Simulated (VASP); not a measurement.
# CrN2 (Pnnm) in VASP: notebook

CrN2 is run at these levels: PBEsol; tasks: single point.

Program: VASP 6.6.1. These are calculated values, not measurements. Logs are shortened: lines on timing, memory, paths and dates and some standing lists are left out, and cuts for length are marked.

## 1. The cell of the first run

The structure is orthorhombic, space group Pnnm (No. 58). Conventional cell: a = 3.841 Å, b = 4.716 Å, c = 2.715 Å, α = 90.00°, β = 90.00°, γ = 90.00°. Within 2.6 Å of Cr (site symmetry 2/m) lie 6 N at 2.00 Å. N (site symmetry m) has 1 N at 1.34 Å within 1.8 Å.

## 2. Single point, PBEsol, collinear spin, ferromagnetic start

Contents of INCAR:

```
SYSTEM = CrN2
  PREC = Accurate
  ENCUT = 520
  EDIFF = 1E-6
  ISMEAR = -1
  SIGMA = 0.05
  LREAL = .FALSE.
  LASPH = .TRUE.
  NELM = 150
  ALGO = Normal
  ISIF = 2
  LWAVE = .FALSE.
  LCHARG = .FALSE.
  ISPIN = 2
  MAGMOM = 3 3 0 0 0 0
  LORBIT = 11
  LMAXMIX = 4
  GGA = PS
  NBANDS = 35
```

Contents of KPOINTS:

```
regular mesh
0
G
  7 6 10
  0 0 0
```

Contents of POSCAR:

```
CrN2
1.0
    3.8408837952      0.0000000000      0.0000000000
    0.0000000000      4.7157126956      0.0000000000
    0.0000000000      0.0000000000      2.7149714571
Cr N
2 4
Direct
    0.0000000000      0.0000000000      0.0000000000
    0.5000000000      0.5000000000      0.5000000000
    0.8643691412      0.5901016682      0.0000000000
    0.1356308588      0.4098983318      0.0000000000
    0.3643691412      0.9098983318      0.5000000000
    0.6356308588      0.0901016682      0.5000000000
```

Potentials or basis: VASP PAW PBE potentials, release 64 (Cr_pv, N).

Run with:

```console
cat potpaw_PBE.64/Cr_pv/POTCAR potpaw_PBE.64/N/POTCAR > POTCAR
mpirun -np 1 vasp_std > vasp.out
```

OUTCAR:

```text
SYSTEM = CrN2
   PREC = Accurate
   ENCUT = 520
   EDIFF = 1E-6
   ISMEAR = -1
   LREAL = .FALSE.
   LASPH = .TRUE.
   NELM = 150
   ISIF = 2
   ISPIN = 2
   LORBIT = 11
   GGA = PS

 ion  position               nearest neighbor table
   1  0.000  0.000  0.000-   5 2.00   6 2.00   5 2.00   6 2.00   3 2.00   4 2.00
   2  0.500  0.500  0.500-   3 2.00   4 2.00   3 2.00   4 2.00   5 2.00   6 2.00
   3  0.864  0.590  0.000-   4 1.34   2 2.00   2 2.00   1 2.00
   4  0.136  0.410  0.000-   3 1.34   2 2.00   2 2.00   1 2.00
   5  0.364  0.910  0.500-   6 1.34   1 2.00   1 2.00   2 2.00
   6  0.636  0.090  0.500-   5 1.34   1 2.00   1 2.00   2 2.00

  LATTYP: Found a simple orthorhombic cell.
 ALAT       =     2.7149714571
 B/A-ratio  =     1.4147050368
 C/A-ratio  =     1.7369290138

  Lattice vectors:

 A1 = (   0.0000000000,   0.0000000000,   2.7149714571)
 A2 = (   3.8408837952,   0.0000000000,   0.0000000000)
 A3 = (   0.0000000000,   4.7157126956,   0.0000000000)

Analysis of symmetry for initial positions (statically):
=====================================================================
 Subroutine PRICEL returns:
 Original cell was already a primitive cell.

 Routine SETGRP: Setting up the symmetry group for a
 simple orthorhombic supercell.

 Subroutine GETGRP returns: Found  8 space group operations
 (whereof  4 operations were pure point group operations)
 out of a pool of  8 trial point group operations.

The static configuration has the point symmetry C_2h.
 The point group associated with its full space group is D_2h.

Analysis of symmetry for dynamics (positions and initial velocities):
=====================================================================
 Subroutine PRICEL returns:
 Original cell was already a primitive cell.

 Routine SETGRP: Setting up the symmetry group for a
 simple orthorhombic supercell.

 Subroutine GETGRP returns: Found  8 space group operations
 (whereof  4 operations were pure point group operations)
 out of a pool of  8 trial point group operations.

The dynamic configuration has the point symmetry C_2h.
 The point group associated with its full space group is D_2h.

Analysis of structural, dynamic, and magnetic symmetry:
=====================================================================
 Subroutine PRICEL returns:
 Original cell was already a primitive cell.

 Routine SETGRP: Setting up the symmetry group for a
 simple orthorhombic supercell.

[... 145 lines left out ...]
  energy-cutoff  :      520.00
  volume of cell :       49.17
 maximum number of plane-waves:      1348
 NGX is ok and might be reduce to    30
   NGX = 15   NGY = 17   NGZ = 11

 number of electron      44.0000001 magnetization       4.1595708

 Free energy of the ion-electron system (eV)
  ---------------------------------------------------
  ext. energy  EPLUGINS =         0.00000000
  ---------------------------------------------------
  free energy    TOTEN  =       -56.00770536 eV

  energy without entropy =      -55.99926008  energy(sigma->0) =      -56.00348272

 E-fermi :   8.8380     XC(G=0): -13.2472

 val. band max:        8.8257701658   @ k =   0.4286   0.0000   0.0000
 cond. band min:       8.8423060169   @ k =   0.1429   0.3333   0.1000
 fundamental gap:      0.0165358511
 Fermi energy:         8.8380452804

 spin component 1

 k-point     1 :       0.0000    0.0000    0.0000
  band No.  band energies     occupation
      1     -35.1897      1.00000
      2     -35.1362      1.00000
      3     -35.0734      1.00000
      4     -35.0469      1.00000
      5     -34.9853      1.00000
      6     -34.9703      1.00000
[... 877 lines left out ...]
     33      17.0206      0.00000
     34      17.7453      0.00000

 [... further k-points ...]

 spin component 2

 k-point     1 :       0.0000    0.0000    0.0000
  band No.  band energies     occupation
      1     -33.0961      1.00000
      2     -33.0795      1.00000
      3     -33.0417      1.00000
      4     -33.0242      1.00000
      5     -32.7223      1.00000
      6     -32.6723      1.00000
[... 877 lines left out ...]
     33      17.6679      0.00000
     34      18.2156      0.00000

 [... further k-points ...]

 [bands above 34 left out]

------------------------ aborting loop because EDIFF is reached ----------------------------------------

  FORCE on cell =-STRESS in cart. coord.  units (eV):
  Direction    XX          YY          ZZ          XY          YZ          ZX
  --------------------------------------------------------------------------------------
  -------------------------------------------------------------------------------------
  Total        1.6996085      1.6059181      1.5220006     -0.0000000      0.0000000      0.0000000
  in kB       55.3752516     52.3227050     49.5885770     -0.0000000      0.0000000      0.0000000
  external PRESSURE =      52.4288445 kB  Pullay stress =       0.0000000 kB

 VOLUME and BASIS-vectors are now :
 -----------------------------------------------------------------------------
  energy-cutoff  :      520.00
  volume of cell :       49.17
      direct lattice vectors                 reciprocal lattice vectors
     3.840883795  0.000000000  0.000000000     0.260356744  0.000000000  0.000000000
     0.000000000  4.715712696  0.000000000     0.000000000  0.212057024  0.000000000
     0.000000000  0.000000000  2.714971457     0.000000000  0.000000000  0.368327997

 POSITION                                       TOTAL-FORCE (eV/Angst)
 -----------------------------------------------------------------------------------
      0.00000      0.00000      0.00000        -0.000000     -0.000000      0.000000
      1.92044      2.35786      1.35749        -0.000000     -0.000000      0.000000
      3.31994      2.78275      0.00000        -0.056615      0.045666      0.000000
      0.52094      1.93296      0.00000         0.056615     -0.045666      0.000000
      1.39950      4.29082      1.35749        -0.056615     -0.045666      0.000000
      2.44138      0.42489      1.35749         0.056615      0.045666     -0.000000
 -----------------------------------------------------------------------------------
    total drift:                                0.000000      0.000000     -0.000000

  FREE ENERGIE OF THE ION-ELECTRON SYSTEM (eV)
  ---------------------------------------------------
  free  energy   TOTEN  =       -56.0077053584 eV

  energy  without entropy=      -55.9992600799  energy(sigma->0) =      -56.00348272

 total charge

# of ion       s       p       d       tot
------------------------------------------
    1        0.357   6.445   4.221  11.023
    2        0.357   6.445   4.221  11.023
    3        1.248   2.534   0.000   3.782
    4        1.248   2.534   0.000   3.782
    5        1.248   2.534   0.000   3.782
    6        1.248   2.534   0.000   3.782
--------------------------------------------------
tot          5.708  23.025   8.441  37.174

 magnetization (x)

# of ion       s       p       d       tot
------------------------------------------
    1        0.011   0.024   2.076   2.111
    2        0.011   0.024   2.076   2.111
    3       -0.002  -0.063   0.000  -0.066
    4       -0.002  -0.063   0.000  -0.066
    5       -0.002  -0.063   0.000  -0.066
    6       -0.002  -0.063   0.000  -0.066
--------------------------------------------------
tot          0.012  -0.205   4.152   3.959
```

OSZICAR:

```text
N       E                     dE             d eps       ncg     rms          rms(c)
DAV:   1     0.501780250656E+03    0.50178E+03   -0.23151E+04 13448   0.144E+03
DAV:   2    -0.242140184065E+02   -0.52599E+03   -0.48805E+03 13858   0.441E+02
DAV:   3    -0.663223385232E+02   -0.42108E+02   -0.40389E+02 16479   0.132E+02
DAV:   4    -0.672999470201E+02   -0.97761E+00   -0.97165E+00 15622   0.198E+01
DAV:   5    -0.673241853577E+02   -0.24238E-01   -0.24193E-01 18334   0.273E+00    0.383E+01
DAV:   6    -0.679315340377E+02   -0.60735E+00   -0.10875E+02 17739   0.835E+01    0.379E+01
DAV:   7    -0.564556014746E+02    0.11476E+02   -0.67447E+01 15790   0.769E+01    0.137E+01
DAV:   8    -0.559975466809E+02    0.45805E+00   -0.50774E+00 16027   0.152E+01    0.499E+00
DAV:   9    -0.560026931700E+02   -0.51465E-02   -0.37191E-01 17205   0.459E+00    0.219E+00
DAV:  10    -0.560082120200E+02   -0.55188E-02   -0.48174E-02 15786   0.144E+00    0.109E+00
DAV:  11    -0.560077350739E+02    0.47695E-03   -0.59664E-03 16129   0.445E-01    0.429E-01
DAV:  12    -0.560077126997E+02    0.22374E-04   -0.14791E-03 16660   0.359E-01    0.115E-01
DAV:  13    -0.560077127760E+02   -0.76332E-07   -0.37114E-04 15963   0.124E-01    0.643E-02
DAV:  14    -0.560077048215E+02    0.79546E-05   -0.54030E-05 15307   0.449E-02    0.288E-02
DAV:  15    -0.560077053584E+02   -0.53691E-06   -0.54105E-06 15217   0.169E-02
   1 F= -.56007705E+02 E0= -.56003483E+02  d E =-.844528E-02  mag=     4.1605
```

Wall time 8.7 min (1 thread of Intel Xeon 8259CL, shared host); peak memory 0.34 GiB.

What came out:

* Free energy: -56.0077 eV
* Pressure: 5.2 GPa
* Largest force: 0.073 eV/Å
* Net moment: 4.16 μB per cell
* Site moments: Cr +2.11; N -0.07 μB
* Valence electrons inside the program's atomic spheres: Cr 11.02; N 3.78

Forces on the atoms (eV/Å):
```
Cr   0.000  0.000  0.000
Cr   0.000  0.000  0.000
N   -0.057  0.046  0.000
N    0.057 -0.046  0.000
N   -0.057 -0.046  0.000
N    0.057  0.046  0.000
```

Caveat: the cell stands under pressure; the PAW data sets were made with another functional, which shifts forces and pressure a little; the run started ferromagnetic, and an antiferromagnetic order may lie lower in energy. With open d or f shells a metallic result of PBEsol can be an artefact of self-interaction; +U or a hybrid may open a gap.

## 3. Single point, PBEsol, collinear spin, ferromagnetic start

This run uses another cell than the first one, of 8.71 Å³/atom.

Contents of INCAR:

```
SYSTEM = CrN2
PREC = Accurate ; ENCUT = 520
EDIFF = 1E-6 ; ISMEAR = -1
SIGMA = 0.05 ; LREAL = .FALSE.
LASPH = .TRUE. ; NELM = 150
ALGO = Normal ; ISIF = 2
LWAVE = .FALSE. ; LCHARG = .FALSE.
ISPIN = 2 ; MAGMOM = 4.5 4.5 0 0 0 0
LORBIT = 11 ; LMAXMIX = 4
GGA = PS ; NBANDS = 35
```

KPOINTS is that of step 2.

Contents of POSCAR:

```
CrN2
1.0
    3.9017860000      0.0000000000      0.0000000000
    0.0000000000      4.8095120000      0.0000000000
    0.0000000000      0.0000000000      2.7841700000
Cr N
2 4
Direct
    0.0000000000      0.0000000000      0.0000000000
    0.5000000000      0.5000000000      0.5000000000
    0.8661700000      0.5887750000      0.0000000000
    0.1338300000      0.4112250000      0.0000000000
    0.3661700000      0.9112250000      0.5000000000
    0.6338300000      0.0887750000      0.5000000000
```

Potentials or basis: VASP PAW PBE potentials, release 64 (Cr_pv, N).

Run with:

```console
cat potpaw_PBE.64/Cr_pv/POTCAR potpaw_PBE.64/N/POTCAR > POTCAR
mpirun -np 1 vasp_std > vasp.out
```

OUTCAR:

```text
SYSTEM = CrN2
   PREC = Accurate
   ENCUT = 520
   EDIFF = 1E-6
   ISMEAR = -1
   LREAL = .FALSE.
   LASPH = .TRUE.
   NELM = 150
   ISIF = 2
   ISPIN = 2
   LORBIT = 11
   GGA = PS

 ion  position               nearest neighbor table
   1  0.000  0.000  0.000-   5 2.04   6 2.04   5 2.04   6 2.04   3 2.05   4 2.05
   2  0.500  0.500  0.500-   3 2.04   4 2.04   3 2.04   4 2.04   5 2.05   6 2.05
   3  0.866  0.589  0.000-   4 1.35   2 2.04   2 2.04   1 2.05
   4  0.134  0.411  0.000-   3 1.35   2 2.04   2 2.04   1 2.05
   5  0.366  0.911  0.500-   6 1.35   1 2.04   1 2.04   2 2.05
   6  0.634  0.089  0.500-   5 1.35   1 2.04   1 2.04   2 2.05

  LATTYP: Found a simple orthorhombic cell.
 ALAT       =     2.7841700000
 B/A-ratio  =     1.4014180169
 C/A-ratio  =     1.7274491141

  Lattice vectors:

 A1 = (   0.0000000000,   0.0000000000,   2.7841700000)
 A2 = (   3.9017860000,   0.0000000000,   0.0000000000)
 A3 = (   0.0000000000,   4.8095120000,   0.0000000000)

Analysis of symmetry for initial positions (statically):
=====================================================================
[... 1996 lines left out ...]
  Total       -3.4206157     -3.1995365     -2.8837937     -0.0000000      0.0000000      0.0000000
  in kB     -104.8949682    -98.1154603    -88.4330409     -0.0000000      0.0000000      0.0000000
  external PRESSURE =     -97.1478232 kB  Pullay stress =       0.0000000 kB

 VOLUME and BASIS-vectors are now :
 -----------------------------------------------------------------------------
  energy-cutoff  :      520.00
  volume of cell :       52.25
      direct lattice vectors                 reciprocal lattice vectors
     3.901786000  0.000000000  0.000000000     0.256292887  0.000000000  0.000000000
     0.000000000  4.809512000  0.000000000     0.000000000  0.207921303  0.000000000
     0.000000000  0.000000000  2.784170000     0.000000000  0.000000000  0.359173470

 POSITION                                       TOTAL-FORCE (eV/Angst)
 -----------------------------------------------------------------------------------
      0.00000      0.00000      0.00000        -0.000000      0.000000      0.000000
      1.95089      2.40476      1.39209        -0.000000      0.000000      0.000000
      3.37961      2.83172      0.00000        -0.106868      0.008769      0.000000
      0.52218      1.97779      0.00000         0.106868     -0.008769     -0.000000
      1.42872      4.38255      1.39209        -0.106868     -0.008769      0.000000
      2.47307      0.42696      1.39209         0.106868      0.008769     -0.000000
 -----------------------------------------------------------------------------------
    total drift:                               -0.000000      0.000000      0.000000

  FREE ENERGIE OF THE ION-ELECTRON SYSTEM (eV)
  ---------------------------------------------------
  free  energy   TOTEN  =       -55.9593150200 eV

  energy  without entropy=      -55.9510601034  energy(sigma->0) =      -55.95518756

 total charge

# of ion       s       p       d       tot
------------------------------------------
    1        0.332   6.388   4.146  10.866
    2        0.332   6.388   4.146  10.866
    3        1.245   2.502   0.000   3.747
    4        1.245   2.502   0.000   3.747
    5        1.245   2.502   0.000   3.747
    6        1.245   2.502   0.000   3.747
--------------------------------------------------
tot          5.645  22.783   8.292  36.720

 magnetization (x)

# of ion       s       p       d       tot
------------------------------------------
    1        0.011   0.020   2.166   2.197
    2        0.011   0.020   2.166   2.197
    3       -0.004  -0.084   0.000  -0.088
    4       -0.004  -0.084   0.000  -0.088
    5       -0.004  -0.084   0.000  -0.088
    6       -0.004  -0.084   0.000  -0.088
--------------------------------------------------
tot          0.008  -0.297   4.331   4.042
```

OSZICAR:

```text
N       E                     dE             d eps       ncg     rms          rms(c)
DAV:   1     0.501251120330E+03    0.50125E+03   -0.23025E+04 13456   0.140E+03
DAV:   2    -0.218040047362E+02   -0.52306E+03   -0.48671E+03 13806   0.437E+02
DAV:   3    -0.644820603454E+02   -0.42678E+02   -0.40755E+02 16427   0.131E+02
DAV:   4    -0.655236930935E+02   -0.10416E+01   -0.10352E+01 15782   0.202E+01
DAV:   5    -0.655500349311E+02   -0.26342E-01   -0.26294E-01 18326   0.281E+00    0.402E+01
DAV:   6    -0.684321829870E+02   -0.28821E+01   -0.11436E+02 17836   0.803E+01    0.401E+01
DAV:   7    -0.564764972089E+02    0.11956E+02   -0.74508E+01 15797   0.789E+01    0.143E+01
DAV:   8    -0.559501240047E+02    0.52637E+00   -0.59964E+00 15897   0.159E+01    0.579E+00
DAV:   9    -0.559505806855E+02   -0.45668E-03   -0.49427E-01 17217   0.526E+00    0.273E+00
DAV:  10    -0.559603512452E+02   -0.97706E-02   -0.68809E-02 15949   0.173E+00    0.134E+00
DAV:  11    -0.559591266846E+02    0.12246E-02   -0.15342E-02 16270   0.721E-01    0.639E-01
DAV:  12    -0.559592554240E+02   -0.12874E-03   -0.21887E-03 16469   0.431E-01    0.228E-01
DAV:  13    -0.559593056646E+02   -0.50241E-04   -0.81078E-04 17177   0.221E-01    0.847E-02
DAV:  14    -0.559593152119E+02   -0.95473E-05   -0.17035E-04 16515   0.961E-02    0.354E-02
DAV:  15    -0.559593152135E+02   -0.15571E-08   -0.18784E-05 14965   0.349E-02    0.175E-02
DAV:  16    -0.559593150200E+02    0.19344E-06   -0.24056E-06 11090   0.124E-02
   1 F= -.55959315E+02 E0= -.55955188E+02  d E =-.825492E-02  mag=     4.2352
```

stdout:

```text
POSCAR found type information on POSCAR CrN
 POSCAR found :  2 types and       6 ions
 scaLAPACK will be used
 -----------------------------------------------------------------------------
|                                                                             |
|                                                                             |
|     You enforced a specific xc type in the INCAR file but a different       |
|     I HOPE YOU KNOW WHAT YOU ARE DOING!                                     |
|                                                                             |
 -----------------------------------------------------------------------------

 LDA part: xc-table for (Slater+PW92), standard interpolation
 POSCAR, INCAR and KPOINTS ok, starting setup
 FFT: planning ... GRIDC
 FFT: planning ... GRID_SOFT
 FFT: planning ... GRID
 WAVECAR not read
 entering main loop
```

Wall time 8.3 min (1 thread of Intel Xeon 8259CL, shared host); peak memory 0.36 GiB.

What came out:

```
Free energy                                           : -55.9593 eV
Pressure                                              : -9.7 GPa
Largest force                                         : 0.107 eV/Å
Net moment                                            : 4.24 μB per cell
Site moments                                          : Cr +2.20; N -0.09 μB
Valence electrons inside the program's atomic spheres : Cr 10.87; N 3.75
```

Forces on the atoms (eV/Å):
```
Cr   0.000  0.000  0.000
Cr   0.000  0.000  0.000
N   -0.107  0.009  0.000
N    0.107 -0.009  0.000
N   -0.107 -0.009  0.000
N    0.107  0.009  0.000
```

Stress tensor (GPa, compression positive):
```
-10.49   0.00   0.00
  0.00  -9.81   0.00
  0.00   0.00  -8.84
```

Levels at points of the mesh, in eV from the Fermi level:
Spin up:
```csv
k point,band 21,band 22,band 23,band 24,band 25,band 26,band 27,band 28
"(0.00, 0.00, 0.00)",-1.30,-1.12,-0.76,-0.76,-0.55,-0.43,3.06,4.97
"(0.00, 0.50, 0.00)",-1.09,-1.09,-0.25,-0.25,0.21,0.21,2.82,2.82
"(0.00, 0.00, 0.50)",-1.08,-1.08,0.44,0.44,0.68,0.68,2.64,2.64
"(0.00, 0.50, 0.50)",-1.07,-1.07,-0.05,-0.05,0.69,0.69,2.14,2.14
```
Spin down:
| k point | band 17 | band 18 | band 19 | band 20 | band 21 | band 22 | band 23 | band 24 |
| --- | --- | --- | --- | --- | --- | --- | --- | --- |
| (0.00, 0.00, 0.00) | -3.33 | -3.18 | -1.62 | -1.57 | 0.49 | 0.50 | 1.15 | 1.61 |
| (0.00, 0.50, 0.00) | -2.30 | -2.30 | -1.44 | -1.44 | 0.92 | 0.92 | 1.81 | 1.81 |
| (0.00, 0.00, 0.50) | -1.84 | -1.84 | -1.41 | -1.41 | 1.46 | 1.46 | 1.68 | 1.68 |
| (0.00, 0.50, 0.50) | -1.10 | -1.10 | -0.06 | -0.06 | 0.92 | 0.92 | 1.40 | 1.40 |

Caveat: the cell stands under tension; the PAW data sets were made with another functional, which shifts forces and pressure a little; the run started ferromagnetic, and an antiferromagnetic order may lie lower in energy.
